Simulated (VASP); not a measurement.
# Al2Cu (Pmm2) in VASP: a series of runs

The runs below take Al2Cu through single point, with PBEsol.

All numbers are computed with VASP 6.6.1; they aren't measurements. Logs are shortened: lines on timing, memory, paths and dates and some standing lists are left out, and cuts for length are marked.

### Step 1. The cell of the first run

Symmetry: Pmm2, No. 25, orthorhombic system. Conventional cell: a = 2.846 Å, b = 4.084 Å, c = 4.084 Å, α = 90.00°, β = 90.00°, γ = 90.00°. Al (site symmetry mm2) has 4 Cu at 2.45 to 2.53 Å and 6 Al at 2.78 to 3.00 Å within 3.2 Å. Within 3.3 Å of Al (site symmetry mm2) lie 4 Cu at 2.50 Å and 6 Al at 2.78 to 3.00 Å. Within 3.2 Å of Cu (site symmetry mm2) lie 8 Al at 2.45 to 2.53 Å and 2 Cu at 2.85 Å.

### Step 2. Single point, PBEsol (mode 4 frozen in at -0.148 Å, strain +e along z and -e/2 along x and y +0.0000)

Contents of INCAR:

```
ALGO = Fast
EDIFF = 1E-6
ENCUT = 520
GGA = PS
ISIF = 2
ISMEAR = 0
LASPH = T
LCHARG = F
LREAL = F
LWAVE = F
NBANDS = 16
NELM = 80
PREC = Accurate
SIGMA = 0.15
```

Contents of KPOINTS:

```
k-points
0
Gamma
  10 10 14
```

Contents of POSCAR:

```
Al2Cu
1.0
    4.0842078946      0.0000000000      0.0000000000
    0.0000000000      4.0842078946      0.0000000000
    0.0000000000      0.0000000000      2.8458943809
Al Cu
2 1
Direct
    0.5024873978      0.0000000000      0.5000000000
   -0.0363105904      0.5000000000      0.5000000000
    0.0143612780      0.0000000000      0.0000000000
```

Potentials or basis: VASP PAW PBE potentials, release 64 (Al, Cu).

Started as:

```
$ cat potpaw_PBE.64/Al/POTCAR potpaw_PBE.64/Cu/POTCAR > POTCAR
$ mpirun -np 1 vasp_std > vasp.out
```

OUTCAR:

```text
EDIFF = 1E-6
   ENCUT = 520
   GGA = PS
   ISIF = 2
   ISMEAR = 0
   LASPH = T
   LREAL = F
   NELM = 80
   PREC = Accurate

 ion  position               nearest neighbor table
   1  0.502  0.000  0.500-   3 2.45   3 2.45   3 2.53   3 2.53   2 2.78   2 2.78   2 3.00   2 3.00

   2  0.964  0.500  0.500-   3 2.50   3 2.50   3 2.50   3 2.50   1 2.78   1 2.78   1 3.00   1 3.00

   3  0.014  0.000  0.000-   1 2.45   1 2.45   2 2.50   2 2.50   2 2.50   2 2.50   1 2.53   1 2.53

  LATTYP: Found a simple tetragonal cell.
 ALAT       =     4.0842078946
 C/A-ratio  =     0.6968044856

  Lattice vectors:

 A1 = (   4.0842078946,   0.0000000000,   0.0000000000)
 A2 = (   0.0000000000,   4.0842078946,   0.0000000000)
 A3 = (   0.0000000000,   0.0000000000,   2.8458943809)

Analysis of symmetry for initial positions (statically):
=====================================================================
 Subroutine PRICEL returns:
 Original cell was already a primitive cell.

 Routine SETGRP: Setting up the symmetry group for a
 simple tetragonal supercell.

 Subroutine GETGRP returns: Found  4 space group operations
 (whereof  4 operations were pure point group operations)
 out of a pool of 16 trial point group operations.

The static configuration has the point symmetry C_2v.

Analysis of symmetry for dynamics (positions and initial velocities):
=====================================================================
 Subroutine PRICEL returns:
 Original cell was already a primitive cell.

 Routine SETGRP: Setting up the symmetry group for a
 simple tetragonal supercell.

 Subroutine GETGRP returns: Found  4 space group operations
 (whereof  4 operations were pure point group operations)
 out of a pool of 16 trial point group operations.

The dynamic configuration has the point symmetry C_2v.

 Subroutine INISYM returns: Found  4 space group operations
 (whereof  4 operations are pure point group operations),
 and found     1 'primitive' translations

----------------------------------------------------------------------------------------

                                     Primitive cell

  volume of cell :      47.4717

  direct lattice vectors                    reciprocal lattice vectors
     4.084207895  0.000000000  0.000000000     0.244845519  0.000000000  0.000000000
     0.000000000  4.084207895  0.000000000     0.000000000  0.244845519  0.000000000
     0.000000000  0.000000000  2.845894381     0.000000000  0.000000000  0.351383385

  length of vectors
     4.084207895  4.084207895  2.845894381     0.244845519  0.244845519  0.351383385

  position of ions in fractional coordinates (direct lattice)
     0.502487398  0.000000000  0.500000000
     0.963689410  0.500000000  0.500000000
     0.014361278  0.000000000  0.000000000

  ion indices of the primitive-cell ions
   primitive index   ion index
                 1           1
                 2           2
                 3           3

----------------------------------------------------------------------------------------

 KPOINTS: k-points

Automatic generation of k-mesh.
 Grid dimensions read from file:
 generate k-points for:   10   10   14

 Generating k-lattice:

  Cartesian coordinates                     Fractional coordinates (reciprocal lattice)
     0.024484552  0.000000000  0.000000000     0.100000000  0.000000000  0.000000000
     0.000000000  0.024484552  0.000000000     0.000000000  0.100000000  0.000000000
     0.000000000  0.000000000  0.025098813     0.000000000  0.000000000  0.071428571

  Length of vectors
     0.024484552  0.024484552  0.025098813

  Shift w.r.t. Gamma in fractional coordinates (k-lattice)
     0.000000000  0.000000000  0.000000000

 Subroutine IBZKPT returns following result:
 ===========================================

 Found    288 irreducible k-points:

 Following reciprocal coordinates:
            Coordinates               Weight
  0.000000  0.000000  0.000000      1.000000
  0.100000  0.000000  0.000000      2.000000
  0.000000  0.100000  0.000000      2.000000
  0.200000  0.000000  0.000000      2.000000
  0.000000  0.200000  0.000000      2.000000
  0.300000  0.000000  0.000000      2.000000
[... 16 lines left out ...]
 -0.200000  0.300000  0.000000      4.000000
  0.400000  0.200000  0.000000      4.000000
 [... further k-points ...]
   k-points           NKPTS =    288   k-points in BZ     NKDIM =    288   number of bands    NBANDS=     16
   number of dos      NEDOS =    301   number of ions     NIONS =      3
   total plane-waves  NPLWV =  21600
   dimension x,y,z NGX =    30 NGY =   30 NGZ =   24
   dimension x,y,z NGXF=    60 NGYF=   60 NGZF=   48
   ions per type =               2   1
   NGX,Y,Z   is equivalent  to a cutoff of  12.21, 12.21, 14.02 a.u.
   NGXF,Y,Z  is equivalent  to a cutoff of  24.42, 24.42, 28.04 a.u.
 SYSTEM =  unknown system
   PREC   = accura    normal or accurate (medium, high low for compatibility)
   ISTART =      0    job   : 0-new  1-cont  2-samecut
   ICHARG =      2    charge: 1-file 2-atom 10-const
   ISPIN  =      1    spin polarized calculation?
   LNONCOLLINEAR =      F non collinear calculations
   LSORBIT =      F    spin-orbit coupling
   LASPH  =      T    aspherical Exc in radial PAW
   ENCUT  =  520.0 eV  38.22 Ry    6.18 a.u.   7.59  7.59  5.29*2*pi/ulx,y,z
   NELM   =     80;   NELMIN=  2; NELMDL= -5     # of ELM steps
   EDIFF  = 0.1E-05   stopping-criterion for ELM
   LREAL  =      F    real-space projection
   EDIFFG = 0.1E-04   stopping-criterion for IOM
   NSW    =      0    number of steps for IOM
   IBRION =     -1    ionic relax: 0-MD 1-quasi-New 2-CG
   NFREE  =      0    steps in history (QN), initial steepest desc. (CG)
   ISIF   =      2    stress and relaxation
   ISYM   =      2    0-nonsym 1-usesym 2-fastsym
   POTIM  = 0.5000    time-step for ionic-motion
   TEBEG  =    0.0;   TEEND  =   0.0 temperature during run
   PSTRESS=    0.0 pullay stress
   NELECT =      17.0000    total number of electrons
   NUPDOWN=      -1.0000    fix difference up-down
   EMIN   =  10.00;   EMAX   =-10.00  energy-range for DOS
   EFERMI =   0.00;   METHOD = LEGACY
   ISMEAR =     0;   SIGMA  =   0.15  broadening in eV -4-tet -1-fermi 0-gaus
   EFERMI_NEDOS =   21; number of points for ismear=-14 and -15
   IALGO  =     68    algorithm
   IMIX   =      4    mixing-type and parameters
     AMIX     =   0.40;   BMIX     =  1.00
     AMIX_MAG =   1.60;   BMIX_MAG =  1.00
  volume/ion in A,a.u.               =      15.82       106.78
  Fermi-wavevector in a.u.,A,eV,Ry     =   1.162554  2.196908 18.388694  1.351531
  Thomas-Fermi vector in A             =   2.299113
   LORBIT       =      0    0 simple, 1 ext, 2 COOP (PROOUT), +10 PAW based schemes
   GGA     = PS    functional components
   LHFCALC =     F    Hartree Fock is set to
   AEXX    =    0.0000 exact exchange contribution
   IVDW    =     0    specifies the selected vdW correction
   LEPSILON=     F    determine dielectric tensor
   LRPA    =     F    only Hartree local field effects (RPA)
 non-spin polarized calculation
 RMM-DIIS sequential band-by-band and
 Gauss-broadening in eV      SIGMA  =   0.15
  energy-cutoff  :      520.00
  volume of cell :       47.47
 maximum number of plane-waves:      1294
   NGX = 15   NGY = 15   NGZ = 11

 number of electron      16.9999985 magnetization

 Free energy of the ion-electron system (eV)
  ---------------------------------------------------
  ext. energy  EPLUGINS =         0.00000000
  ---------------------------------------------------
  free energy    TOTEN  =       -12.53831808 eV

  energy without entropy =      -12.52805737  energy(sigma->0) =      -12.53318773

 E-fermi :   7.3092     XC(G=0): -10.5932

 val. band max:        7.2941320047   @ k =   0.0000   0.0000   0.0714
 cond. band min:       7.3169457629   @ k =   0.4000   0.4000   0.4286
 fundamental gap:      0.0228137582
 Fermi energy:         7.3092132101

 k-point     1 :       0.0000    0.0000    0.0000
  band No.  band energies     occupation
      1      -3.3746      2.00000
      2       1.8079      2.00000
      3       2.3038      2.00000
      4       2.9813      2.00000
      5       3.2076      2.00000
      6       3.2274      2.00000
[... 8 lines left out ...]
     15      14.5386      0.00000
     16      20.1084      0.00000

 k-point     2 :       0.1000    0.0000    0.0000
  band No.  band energies     occupation
      1      -3.2895      2.00000
      2       1.7579      2.00000
      3       2.2850      2.00000
      4       2.9543      2.00000
      5       3.2048      2.00000
      6       3.2278      2.00000
[... 8 lines left out ...]
     15      15.6519      0.00000
     16      19.8630      0.00000

 k-point     3 :       0.0000    0.1000    0.0000
  band No.  band energies     occupation
      1      -3.2896      2.00000
      2       1.7578      2.00000
      3       2.2814      2.00000
      4       2.9550      2.00000
      5       3.2080      2.00000
      6       3.2244      2.00000
[... 8 lines left out ...]
     15      15.6717      0.00000
     16      19.8902      0.00000

 k-point     4 :       0.2000    0.0000    0.0000
  band No.  band energies     occupation
      1      -3.0376      2.00000
      2       1.4846      2.00000
      3       2.2455      2.00000
      4       2.8912      2.00000
      5       3.1973      2.00000
      6       3.2290      2.00000
[... 8 lines left out ...]
     15      17.4097      0.00000
     16      19.0346      0.00000
[... 324 lines left out ...]
 k-point    22 :       0.3000    0.2000    0.0000
  band No.  band energies     occupation
      1      -2.2949      2.00000
      2       1.0305      2.00000
      3       1.9912      2.00000
      4       2.6716      2.00000
      5       3.1615      2.00000
      6       3.1902      2.00000
[... 8 lines left out ...]
     15      18.3035      0.00000
     16      18.8459      0.00000

 k-point    23 :      -0.2000    0.3000    0.0000
  band No.  band energies     occupation
      1      -2.2957      2.00000
      2       1.0197      2.00000
      3       1.9921      2.00000
      4       2.6844      2.00000
      5       3.1917      2.00000
      6       3.2006      2.00000
[... 8 lines left out ...]
     15      18.2882      0.00000
     16      18.8281      0.00000

 k-point    24 :       0.4000    0.2000    0.0000
  band No.  band energies     occupation
      1      -1.7876      2.00000
      2       0.2795      2.00000
      3       2.0878      2.00000
      4       2.6189      2.00000
      5       2.9633      2.00000
      6       3.1830      2.00000
[... 8 lines left out ...]
     15      17.5339      0.00000
     16      19.1341      0.00000

 [... further k-points ...]
[... 5 lines left out ...]
  --------------------------------------------------------------------------------------
  -------------------------------------------------------------------------------------
  Total        0.2883431      0.1278107      0.0495403      0.0000000      0.0000000      0.0000000
  in kB        9.7316336      4.3136334      1.6719950      0.0000000      0.0000000      0.0000000
  external PRESSURE =       5.2390873 kB  Pullay stress =       0.0000000 kB

 VOLUME and BASIS-vectors are now :
 -----------------------------------------------------------------------------
  energy-cutoff  :      520.00
  volume of cell :       47.47
      direct lattice vectors                 reciprocal lattice vectors
     4.084207895  0.000000000  0.000000000     0.244845519  0.000000000  0.000000000
     0.000000000  4.084207895  0.000000000     0.000000000  0.244845519  0.000000000
     0.000000000  0.000000000  2.845894381     0.000000000  0.000000000  0.351383385

 POSITION                                       TOTAL-FORCE (eV/Angst)
 -----------------------------------------------------------------------------------
      2.05226      0.00000      1.42295        -0.029094      0.000000      0.000000
      3.93591      2.04210      1.42295         0.341228      0.000000      0.000000
      0.05865      0.00000      0.00000        -0.312134      0.000000      0.000000
 -----------------------------------------------------------------------------------
    total drift:                               -0.000598     -0.000000     -0.000013

  FREE ENERGIE OF THE ION-ELECTRON SYSTEM (eV)
  ---------------------------------------------------
  free  energy   TOTEN  =       -12.5383180845 eV

  energy  without entropy=      -12.5280573690  energy(sigma->0) =      -12.53318773
```

It took 100 s on 1 thread of Intel Xeon 6975P-C (Granite Rapids), shared host; peak memory 0.32 GiB.

What came out:

* Free energy: -12.5383 eV
* Pressure: 0.5 GPa
* Largest force: 0.341 eV/Å

Forces in eV/Å, atoms in the order of the input:
```
Al  -0.029  0.000  0.000
Al   0.341  0.000  0.000
Cu  -0.312  0.000  0.000
```

Levels at points of the mesh, in eV from the Fermi level:
```
           k point  band 5  band 6  band 7  band 8  band 9  band 10  band 11  band 12  band 13  band 14
(0.00, 0.00, 0.00)   -4.10   -4.08   -2.44   -2.44   -0.07     0.77     6.11     6.29     6.34     7.12
(0.50, 0.00, 0.00)   -4.40   -4.13   -4.08   -1.10    1.52     1.56     2.05     7.75     8.35     9.43
(0.00, 0.50, 0.00)   -4.38   -4.11   -4.10   -1.14    1.17     1.93     2.09     7.73     8.37     9.34
(0.50, 0.50, 0.00)   -4.43   -4.28   -4.12   -4.11   -2.50     8.59     8.59     9.64     9.97    10.17
(0.00, 0.00, 0.50)   -4.83   -4.13   -2.99    2.35    2.46     2.58     2.75     2.95     3.32     3.92
(0.50, 0.00, 0.50)   -4.21   -4.20   -3.16   -2.41   -1.67     3.50     4.04     4.73     5.12     5.93
(0.00, 0.50, 0.50)   -4.23   -4.17   -3.08   -2.44   -1.67     3.81     3.95     4.41     5.18     6.13
(0.50, 0.50, 0.50)   -3.96   -3.47   -2.32   -2.25   -0.98    -0.80     0.03     0.19     2.33    11.82
```

Caveat: the cell differs from its parent crystal (mode 4 frozen in at -0.148 Å, strain +e along z and -e/2 along x and y +0.0000); the PAW data sets were made with another functional, which shifts forces and pressure a little.

### Step 3. Single point, PBEsol (mode 4 frozen in at -0.148 Å, strain +e along z and -e/2 along x and y +0.0467)

Contents of INCAR:

```
PREC = Accurate
ENCUT = 520
EDIFF = 1E-7
ISMEAR = 0
SIGMA = 0.15
LREAL = F
LASPH = T
NELM = 100
ALGO = Fast
ISIF = 2
LWAVE = F
LCHARG = T
GGA = PS
LELF = T
LVHAR = T
NBANDS = 16
```

Contents of KPOINTS:

```
regular mesh
0
Gamma
  10 10 14
```

Contents of POSCAR:

```
Al2Cu
1.0
    3.9888416403      0.0000000000      0.0000000000
    0.0000000000      3.9888416403      0.0000000000
    0.0000000000      0.0000000000      2.9787976485
Al Cu
2 1
Direct
    0.5024873978      0.0000000000      0.5000000000
   -0.0363105904      0.5000000000      0.5000000000
    0.0143612780      0.0000000000      0.0000000000
```

Potentials or basis: VASP PAW PBE potentials, release 64 (Al, Cu).

Started as:

```
$ cat potpaw_PBE.64/Al/POTCAR potpaw_PBE.64/Cu/POTCAR > POTCAR
$ mpirun -np 1 vasp_std > vasp.out
```

Run time: 1.9 min. Hardware: 1 thread of Intel Xeon 6975P-C (Granite Rapids), shared host; peak memory 0.31 GiB.

It converged, with:

- Free energy: -12.4799 eV
- Pressure: 1.1 GPa
- Largest force: 0.456 eV/Å

Forces in eV/Å, atoms in the order of the input:
```
Al  -0.145  0.000  0.000
Al   0.456  0.000  0.000
Cu  -0.311  0.000  0.000
```

Stress tensor (GPa, compression positive):
```
 3.83  0.00  0.00
 0.00  3.51  0.00
 0.00  0.00 -4.07
```

Levels at points of the mesh, in eV from the Fermi level:
```
           k point  band 6  band 7  band 8  band 9  band 10  band 11  band 12  band 13
(0.00, 0.00, 0.00)   -4.05   -2.01   -2.00    0.61     1.14     4.89     6.82     6.97
(0.50, 0.00, 0.00)   -4.12   -4.04   -0.56    1.95     2.16     2.74     6.39     8.38
(0.00, 0.50, 0.00)   -4.10   -4.06   -0.59    1.65     2.59     2.67     6.38     8.38
(0.50, 0.50, 0.00)   -4.11   -4.09   -4.00   -2.34     8.37     8.69     8.71     9.43
(0.00, 0.00, 0.50)   -3.97   -3.13    2.36    2.47     2.80     2.99     3.21     3.38
(0.50, 0.00, 0.50)   -4.01   -3.08   -2.59   -1.87     3.46     4.38     4.68     5.31
(0.00, 0.50, 0.50)   -3.98   -2.99   -2.63   -1.86     3.76     4.30     4.38     5.35
(0.50, 0.50, 0.50)   -3.63   -2.11   -2.04   -1.31    -1.01    -0.10     0.03     2.41
```

Caveat: the cell differs from its parent crystal (mode 4 frozen in at -0.148 Å, strain +e along z and -e/2 along x and y +0.0467); the PAW data sets were made with another functional, which shifts forces and pressure a little.
